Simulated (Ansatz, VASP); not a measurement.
ZnO in VASP and in Ansatz

File INCAR:

```
SYSTEM = ZnO
PREC = Accurate ; ENCUT = 600
EDIFF = 1E-7 ; ISMEAR = 0
SIGMA = 0.02 ; LREAL = .False.
LASPH = .True. ; NELM = 80
ALGO = Normal ; ISIF = 3
LWAVE = .False. ; LCHARG = .False.
GGA = PE ; IBRION = 2
NSW = 100 ; EDIFFG = -0.01
```

The input KPOINTS:

```
regular mesh
0
Gamma
  6 6 8
  0 0 0
```

File POSCAR:

```
ZnO
1.0
    4.3379794093      0.0000000000      0.0000000000
   -2.1689897046      3.7568003695      0.0000000000
    0.0000000000      0.0000000000      3.4556933879
Zn O
1 1
Direct
    0.0000000000      0.0000000000      0.0000000000
    0.0000000000      0.0000000000      0.5000000000
```

Input for Ansatz:

```yaml
crystal:
  lattice:
    - [4.3379794093, 0.0, 0.0]
    - [-2.1689897046, 3.7568003695, 0.0]
    - [0.0, 0.0, 3.4556933879]
  atoms:
    - { symbol: Zn, position: [0.0, 0.0, 0.0] }
    - { symbol: O, position: [0.0, 0.0, 0.5] }
basis:
  ecutwfc: 420
kpoints:
  mp_grid: { grid: [6, 6, 8] }
hamiltonian:
  xc: pbe
scf:
  occupations: { method: gaussian, width: 0.02 }
output:
  forces: true
  stress: true
  eigenvalues: true
  write_density: true
  write_potential: true
  elf: true
  volumetric_format: npy
relax:
  adjacent_minimum: "off"
  f_tol: 0.01
  max_steps: 80
  cell: { stress_tol: 0.05 }
```

Alike in both runs: task relaxation of cell and atoms; functional PBE; k mesh 6 × 6 × 8; occupations gaussian, width 0.02 eV; no spin polarisation.

|  | VASP | Ansatz |
| --- | --- | --- |
| version | VASP 6.6.1 | Ansatz 0.2.0 |
| potentials or method | VASP PAW PBE potentials, release 64 (Zn, O), cutoff 600 eV | scalar-relativistic, plane waves, PAW |
| valence electrons in the cell | 18 | 18 |

|  | VASP | Ansatz | Ansatz less VASP |
| --- | --- | --- | --- |
| gap on the k mesh at the Fermi level, each at its own relaxed structure (eV) | 1.66 | 1.80 | +0.141 |
| relaxed volume (Å³/atom) | 34.12 | 36.46 | +2.340 |
| relaxed cell length with the largest relative difference (Å) | 4.764 | 4.934 | +0.1700 |

One of these differences is far larger than is usual between the two programs; its cause wasn't traced.

Noted on VASP's run: the volume moved by over 15 % at a fixed basis, so the end points are rough.
